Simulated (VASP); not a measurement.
# BN in VASP: further runs

BN is run at these levels: PBE+D3(BJ); tasks: single point.

All numbers are computed with VASP 6.6.1; they aren't measurements. Logs are shortened: lines on timing, memory, paths and dates and some standing lists are left out, and cuts for length are marked.

### Step 1. The cell of the first run

The cell holds a slab with vacuum, 2 atoms: a = 2.609 Å, b = 2.609 Å, c = 26.000 Å, α = 90.00°, β = 90.00°, γ = 120.00°.

### Step 2. Single point, PBE+D3(BJ)

Input file INCAR:

```
ALGO = Normal ; DIPOL = 0.5 0.5 0.500
EDIFF = 1E-7 ; ENCUT = 520
GGA = PE ; IDIPOL = 3
ISIF = 2 ; ISMEAR = 0
IVDW = 12 ; LASPH = True
LCHARG = False ; LDIPOL = True
LREAL = False ; LWAVE = False
NBANDS = 11 ; NELM = 80
PREC = Accurate ; SIGMA = 0.02
```

Input file KPOINTS:

```
k-points
0
Gamma
  12 12 1
```

Input file POSCAR:

```
BN
1.0
    2.6090000000      0.0000000000      0.0000000000
   -1.3045000000      2.2594602785      0.0000000000
    0.0000000000      0.0000000000     26.0000000000
B N
1 1
Direct
    0.0000000000      0.0000000000      0.5164807692
    0.6666666667      0.3333333333      0.4835192308
```

Potentials or basis: VASP PAW PBE potentials, release 64 (B, N).

Launch:

```
$ cat potpaw_PBE.64/B/POTCAR potpaw_PBE.64/N/POTCAR > POTCAR
$ mpirun -np 1 vasp_std > vasp.out
```

OUTCAR:

```text
EDIFF = 1E-7
   ENCUT = 520
   GGA = PE
   ISIF = 2
   ISMEAR = 0
   IVDW = 12
   LASPH = True
   LREAL = False
   NELM = 80
   PREC = Accurate
 IVDW          = 12

 ion  position               nearest neighbor table
   1  0.000  0.000  0.516-   2 1.73   2 1.73   2 1.73
   2  0.667  0.333  0.484-   1 1.73   1 1.73   1 1.73

  LATTYP: Found a hexagonal cell.
 ALAT       =     2.6090000000
 C/A-ratio  =     9.9655040245

  Lattice vectors:

 A1 = (   2.6090000000,   0.0000000000,   0.0000000000)
 A2 = (  -1.3045000000,   2.2594602785,   0.0000000000)
 A3 = (   0.0000000000,   0.0000000000,  26.0000000000)

Analysis of symmetry for initial positions (statically):
=====================================================================
 Subroutine PRICEL returns:
 Original cell was already a primitive cell.

 Routine SETGRP: Setting up the symmetry group for a
 hexagonal supercell.

 Subroutine GETGRP returns: Found  6 space group operations
 (whereof  6 operations were pure point group operations)
 out of a pool of 24 trial point group operations.

The static configuration has the point symmetry C_3v.

Analysis of symmetry for dynamics (positions and initial velocities):
=====================================================================
 Subroutine PRICEL returns:
 Original cell was already a primitive cell.

 Routine SETGRP: Setting up the symmetry group for a
 hexagonal supercell.

 Subroutine GETGRP returns: Found  6 space group operations
 (whereof  6 operations were pure point group operations)
 out of a pool of 24 trial point group operations.

The dynamic configuration has the point symmetry C_3v.

 Subroutine INISYM returns: Found  6 space group operations
 (whereof  6 operations are pure point group operations),
 and found     1 'primitive' translations

----------------------------------------------------------------------------------------

                                     Primitive cell

  volume of cell :     153.2682

  direct lattice vectors                    reciprocal lattice vectors
     2.609000000  0.000000000  0.000000000     0.383288616  0.221291786  0.000000000
    -1.304500000  2.259460279  0.000000000     0.000000000  0.442583572  0.000000000
     0.000000000  0.000000000 26.000000000     0.000000000  0.000000000  0.038461538

  length of vectors
     2.609000000  2.609000000 26.000000000     0.442583572  0.442583572  0.038461538

  position of ions in fractional coordinates (direct lattice)
     0.000000000  0.000000000  0.516480769
     0.666666667  0.333333333  0.483519231

  ion indices of the primitive-cell ions
   primitive index   ion index
                 1           1
                 2           2

----------------------------------------------------------------------------------------

 KPOINTS: k-points

Automatic generation of k-mesh.
 Grid dimensions read from file:
 generate k-points for:   12   12    1

 Generating k-lattice:

  Cartesian coordinates                     Fractional coordinates (reciprocal lattice)
     0.031940718  0.018440982  0.000000000     0.083333333  0.000000000  0.000000000
     0.000000000  0.036881964  0.000000000     0.000000000  0.083333333  0.000000000
     0.000000000  0.000000000  0.038461538     0.000000000  0.000000000  1.000000000

  Length of vectors
     0.036881964  0.036881964  0.038461538

  Shift w.r.t. Gamma in fractional coordinates (k-lattice)
     0.000000000  0.000000000  0.000000000

 Subroutine IBZKPT returns following result:
 ===========================================

 Found     19 irreducible k-points:

 Following reciprocal coordinates:
            Coordinates               Weight
  0.000000  0.000000  0.000000      1.000000
  0.083333  0.000000  0.000000      6.000000
  0.166667  0.000000  0.000000      6.000000
  0.250000  0.000000  0.000000      6.000000
  0.333333  0.000000  0.000000      6.000000
  0.416667  0.000000  0.000000      6.000000
[... 11 lines left out ...]
  0.333333  0.250000  0.000000     12.000000
  0.333333  0.333333  0.000000      2.000000
   k-points           NKPTS =     19   k-points in BZ     NKDIM =     19   number of bands    NBANDS=     11
   number of dos      NEDOS =    301   number of ions     NIONS =      2
   total plane-waves  NPLWV =  78400
   dimension x,y,z NGX =    20 NGY =   20 NGZ =  196
   dimension x,y,z NGXF=    40 NGYF=   40 NGZF=  392
   ions per type =               1   1
   NGX,Y,Z   is equivalent  to a cutoff of  12.74, 12.74, 12.53 a.u.
   NGXF,Y,Z  is equivalent  to a cutoff of  25.49, 25.49, 25.06 a.u.
 SYSTEM =  unknown system
   PREC   = accura    normal or accurate (medium, high low for compatibility)
   ISTART =      0    job   : 0-new  1-cont  2-samecut
   ICHARG =      2    charge: 1-file 2-atom 10-const
   ISPIN  =      1    spin polarized calculation?
   LNONCOLLINEAR =      F non collinear calculations
   LSORBIT =      F    spin-orbit coupling
   LASPH  =      T    aspherical Exc in radial PAW
   ENCUT  =  520.0 eV  38.22 Ry    6.18 a.u.   4.85  4.85 48.34*2*pi/ulx,y,z
   NELM   =     80;   NELMIN=  2; NELMDL= -5     # of ELM steps
   EDIFF  = 0.1E-06   stopping-criterion for ELM
   LREAL  =      F    real-space projection
   EDIFFG = 0.1E-05   stopping-criterion for IOM
   NSW    =      0    number of steps for IOM
   IBRION =     -1    ionic relax: 0-MD 1-quasi-New 2-CG
   NFREE  =      0    steps in history (QN), initial steepest desc. (CG)
   ISIF   =      2    stress and relaxation
   ISYM   =      2    0-nonsym 1-usesym 2-fastsym
   POTIM  = 0.5000    time-step for ionic-motion
   TEBEG  =    0.0;   TEEND  =   0.0 temperature during run
   PSTRESS=    0.0 pullay stress
   NELECT =       8.0000    total number of electrons
   NUPDOWN=      -1.0000    fix difference up-down
   EMIN   =  10.00;   EMAX   =-10.00  energy-range for DOS
   EFERMI =   0.00;   METHOD = LEGACY
   ISMEAR =     0;   SIGMA  =   0.02  broadening in eV -4-tet -1-fermi 0-gaus
   EFERMI_NEDOS =   21; number of points for ismear=-14 and -15
   IALGO  =     38    algorithm
   IMIX   =      4    mixing-type and parameters
     AMIX     =   0.40;   BMIX     =  1.00
     AMIX_MAG =   1.60;   BMIX_MAG =  1.00
  volume/ion in A,a.u.               =      76.63       517.15
  Fermi-wavevector in a.u.,A,eV,Ry     =   0.611816  1.156164  5.092916  0.374319
  Thomas-Fermi vector in A             =   1.667878
   LORBIT       =      0    0 simple, 1 ext, 2 COOP (PROOUT), +10 PAW based schemes
   GGA     = PE    functional components
   LHFCALC =     F    Hartree Fock is set to
   AEXX    =    0.0000 exact exchange contribution
   IVDW    =    12    specifies the selected vdW correction
   LEPSILON=     F    determine dielectric tensor
   LRPA    =     F    only Hartree local field effects (RPA)
 non-spin polarized calculation
 Gauss-broadening in eV      SIGMA  =   0.02
  energy-cutoff  :      520.00
  volume of cell :      153.27
 maximum number of plane-waves:      4191
 NGX is ok and might be reduce to    20
   NGX =  9   NGY =  9   NGZ = 97

 number of electron       8.0000000 magnetization

 dipolmoment           0.000000      0.000000     -0.096474 electrons x Angstroem

 Free energy of the ion-electron system (eV)
  ---------------------------------------------------
  ext. energy  EPLUGINS =         0.00000000
  ---------------------------------------------------
  free energy    TOTEN  =       -12.45365020 eV

  energy without entropy =      -12.45335575  energy(sigma->0) =      -12.45350298

 E-fermi :  -4.0816     XC(G=0):  -1.8375

 val. band max:       -4.1664117614   @ k =   0.0833   0.0000   0.0000
 cond. band min:      -4.0678831003   @ k =   0.0833   0.0833   0.0000
 fundamental gap:      0.0985286611
 Fermi energy:        -4.0815645073

 k-point     1 :       0.0000    0.0000    0.0000
  band No.  band energies     occupation
      1     -20.7177      2.00000
      2     -10.4064      2.00000
      3      -4.4166      2.00000
      4      -3.6448      0.00000
      5      -3.6448      0.00000
      6      -0.7319      0.00000
      7       0.0626      0.00000
      8       1.0693      0.00000
      9       2.2196      0.00000
     10       2.5757      0.00000
     11       3.0442      0.00000

 k-point     2 :       0.0833    0.0000    0.0000
  band No.  band energies     occupation
      1     -20.5833      2.00000
      2     -10.2592      2.00000
      3      -4.4227      2.00000
      4      -4.1664      2.00000
      5      -3.8427      0.00000
      6      -0.5350      0.00000
      7       0.2640      0.00000
      8       1.2696      0.00000
      9       2.4192      0.00000
     10       2.7591      0.00000
     11       3.2433      0.00000

 k-point     3 :       0.1667    0.0000    0.0000
  band No.  band energies     occupation
      1     -20.1880      2.00000
      2      -9.8304      2.00000
      3      -5.8354      2.00000
      4      -4.3315      2.00000
      5      -3.9795      0.00000
      6       0.0503      0.00000
      7       0.8661      0.00000
      8       1.8655      0.00000
      9       2.9615      0.00000
     10       3.2356      0.00000
     11       3.6467      0.00000

 k-point     4 :       0.2500    0.0000    0.0000
  band No.  band energies     occupation
      1     -19.5614      2.00000
      2      -9.2063      2.00000
      3      -7.6129      2.00000
      4      -4.9089      2.00000
      5      -3.5985      0.00000
      6       1.0010      0.00000
      7       1.8538      0.00000
      8       2.5548      0.00000
      9       2.8980      0.00000
     10       4.0714      0.00000
     11       4.3288      0.00000

 k-point     5 :       0.3333    0.0000    0.0000
  band No.  band energies     occupation
      1     -18.7760      2.00000
      2      -9.7028      2.00000
      3      -8.0189      2.00000
      4      -5.4126      2.00000
      5      -3.3462      0.00000
      6       1.5713      0.00000
      7       2.4918      0.00000
      8       3.2871      0.00000
      9       4.2323      0.00000
     10       5.3449      0.00000
     11       5.4125      0.00000
[... 141 lines left out ...]
 k-point    16 :       0.4167    0.1667    0.0000
  band No.  band energies     occupation
      1     -17.4345      2.00000
      2     -11.2299      2.00000
      3      -7.6415      2.00000
      4      -6.3602      2.00000
      5      -3.4334      0.00000
      6       1.2880      0.00000
      7       4.2636      0.00000
      8       6.3717      0.00000
      9       6.7426      0.00000
     10       7.2907      0.00000
     11       7.8504      0.00000

 k-point    17 :       0.2500    0.2500    0.0000
  band No.  band energies     occupation
      1     -17.7833      2.00000
      2     -10.2759      2.00000
      3      -8.1346      2.00000
      4      -6.8138      2.00000
      5      -3.1499      0.00000
      6       1.8102      0.00000
      7       3.5210      0.00000
      8       4.7715      0.00000
      9       5.5397      0.00000
     10       6.4688      0.00000
     11       7.3555      0.00000

 k-point    18 :       0.3333    0.2500    0.0000
  band No.  band energies     occupation
      1     -17.3027      2.00000
      2     -10.7050      2.00000
      3      -8.7981      2.00000
      4      -6.2429      2.00000
      5      -3.2015      0.00000
      6       1.2044      0.00000
      7       3.8242      0.00000
      8       6.5157      0.00000
      9       7.4183      0.00000
     10       7.6841      0.00000
     11       8.4159      0.00000

 k-point    19 :       0.3333    0.3333    0.0000
  band No.  band energies     occupation
      1     -17.1244      2.00000
      2     -10.3949      2.00000
      3      -9.5898      2.00000
      4      -6.0286      2.00000
      5      -3.1309      0.00000
      6       0.9195      0.00000
      7       3.8395      0.00000
      8       7.7385      0.00000
      9       8.3387      0.00000
     10       8.7060      0.00000
     11       8.9246      0.00000

------------------------ aborting loop because EDIFF is reached ----------------------------------------

 vacuum level on the upper side and lower side of the slab       (xc-potential included)        -1.506         1.409

 Edisp (eV)   -0.14085

 E8    (eV) :    -0.0451

  FORCE on cell =-STRESS in cart. coord.  units (eV):
  Direction    XX          YY          ZZ          XY          YZ          ZX
  --------------------------------------------------------------------------------------
  -------------------------------------------------------------------------------------
  Total      -2.44436    -2.44436    -8.35965     0.00000    -0.00000    -0.00000
  in kB     -25.55193   -25.55193   -87.38697     0.00000    -0.00000    -0.00000
  external pressure =      -46.16 kB  Pullay stress =        0.00 kB

 VOLUME and BASIS-vectors are now :
 -----------------------------------------------------------------------------
  energy-cutoff  :      520.00
  volume of cell :      153.27
      direct lattice vectors                 reciprocal lattice vectors
     2.609000000  0.000000000  0.000000000     0.383288616  0.221291786  0.000000000
    -1.304500000  2.259460279  0.000000000     0.000000000  0.442583572  0.000000000
     0.000000000  0.000000000 26.000000000     0.000000000  0.000000000  0.038461538

 POSITION                                       TOTAL-FORCE (eV/Angst)
 -----------------------------------------------------------------------------------
      0.00000      0.00000     13.42850        -0.000000     -0.000000     -9.742650
      1.30450      0.75315     12.57150         0.000000      0.000000      9.742650
 -----------------------------------------------------------------------------------
    total drift:                                0.000000      0.000000     -0.000027

  FREE ENERGIE OF THE ION-ELECTRON SYSTEM (eV)
  ---------------------------------------------------
  free  energy   TOTEN  =       -12.5945009174 eV

  energy  without entropy=      -12.5942064653  energy(sigma->0) =      -12.59435369

 vacuum level on the upper side and lower side of the slab        -0.474         2.483
```

It took 40 s on 1 thread of Intel Xeon Platinum 8375C at 2.90GHz (Ice Lake), shared host; peak memory 0.26 GiB.

Results:

| Property | Result |
| --- | --- |
| Free energy | -12.5945 eV |
| Largest force | 9.743 eV/Å |
| Band gap on the k mesh | zero (band 4 reaches -3.64 eV, above the bottom of band 5 at -4.07 eV) |
| Dispersion energy per atom | -0.070 eV |

Forces in eV/Å, atoms in the order of the input:
```
B    0.000  0.000 -9.743
N    0.000  0.000  9.743
```

Levels at points of the mesh, in eV from the Fermi level:
```csv
k point,band 1,band 2,band 3,band 4,band 5,band 6,band 7,band 8,band 9
"(0.00, 0.00, 0.00)",-16.64,-6.32,-0.34,0.44,0.44,3.35,4.14,5.15,6.30
"(0.50, 0.00, 0.00)",-13.58,-7.54,-2.60,-1.78,0.37,5.08,9.16,9.45,10.15
```

### Step 3. Single point, PBE+D3(BJ)

Input file INCAR:

```
ALGO = Normal
DIPOL = 0.5 0.5 0.500
EDIFF = 1E-6
ENCUT = 520
GGA = PE
IDIPOL = 3
ISIF = 2
ISMEAR = 0
IVDW = 12
LASPH = T
LCHARG = T
LDIPOL = T
LELF = T
LREAL = F
LVACPOTAV = T
LVHAR = T
LWAVE = F
NBANDS = 11
NELM = 60
PREC = Accurate
SIGMA = 0.02
```

KPOINTS is that of step 2.

Input file POSCAR:

```
BN
1.0
    2.6090000000      0.0000000000      0.0000000000
   -1.3045000000      2.2594602785      0.0000000000
    0.0000000000      0.0000000000     26.0000000000
B N
1 1
Direct
    0.0000000000      0.0000000000      0.5027500000
    0.6666666667      0.3333333333      0.4972500000
```

Potentials or basis: VASP PAW PBE potentials, release 64 (B, N).

Launch:

```
$ cat potpaw_PBE.64/B/POTCAR potpaw_PBE.64/N/POTCAR > POTCAR
$ mpirun -np 1 vasp_std > vasp.out
```

Wall time 35 s (1 thread of Intel Xeon Platinum 8375C at 2.90GHz (Ice Lake), shared host); peak memory 0.27 GiB.

Results (log left out):

- Free energy: -17.4334 eV
- Largest force: 2.080 eV/Å
- Band gap on the k mesh: 4.24 eV, direct
- Dispersion energy per atom: -0.071 eV

Forces on the atoms (eV/Å):
```
B    0.000  0.000 -2.080
N    0.000  0.000  2.080
```

Levels at points of the mesh, in eV from the valence-band top:
```tsv
k point	band 2	band 3	band 4	band 5	band 6	band 7
(0.00, 0.00, 0.00)	-4.61	-1.32	-1.32	4.42	5.63	6.00
(0.50, 0.00, 0.00)	-8.33	-3.80	-0.78	4.37	8.55	11.83
```

### Step 4. Single point, PBE+D3(BJ)

Input file INCAR:

```
PREC = Accurate ; ENCUT = 520
EDIFF = 1E-6 ; ISMEAR = 0
SIGMA = 0.02 ; LREAL = False
LASPH = True ; NELM = 80
ALGO = Normal ; ISIF = 2
LWAVE = False ; LCHARG = False
LDIPOL = True ; IDIPOL = 3
DIPOL = 0.5 0.5 0.500 ; GGA = PE
IVDW = 12 ; NBANDS = 11
```

Input file KPOINTS:

```
Automatic mesh
0
Gamma
  12 12 1
```

Input file POSCAR:

```
BN
1.0
    2.6090000000      0.0000000000      0.0000000000
   -1.3045000000      2.2594602785      0.0000000000
    0.0000000000      0.0000000000     26.0000000000
B N
1 1
Direct
    0.0000000000      0.0000000000      0.5082500000
    0.6666666667      0.3333333333      0.4917500000
```

Launch:

```
$ cat potpaw_PBE.64/B/POTCAR potpaw_PBE.64/N/POTCAR > POTCAR
$ mpirun -np 1 vasp_std > vasp.out
```

Run time: 34 s. Hardware: 1 thread of Intel Xeon Platinum 8375C at 2.90GHz (Ice Lake), shared host; peak memory 0.26 GiB.

Results (log left out):

* Free energy: -16.2576 eV
* Largest force: 6.099 eV/Å
* Band gap on the k mesh: 3.21 eV, indirect (least direct gap 3.43 eV)
* Dispersion energy per atom: -0.071 eV

Forces on the atoms (eV/Å):
```
B    0.000  0.000 -6.099
N    0.000  0.000  6.099
```

Levels at points of the mesh, in eV from the valence-band top:
```tsv
k point	band 1	band 2	band 3	band 4	band 5	band 6	band 7	band 8	band 9
(0.00, 0.00, 0.00)	-16.37	-4.42	-0.22	-0.22	3.21	5.05	5.63	6.65	7.30
(0.50, 0.00, 0.00)	-13.52	-7.62	-2.66	-0.68	3.44	8.37	11.09	11.93	12.48
```

(Part 1 of 2 ends here.)
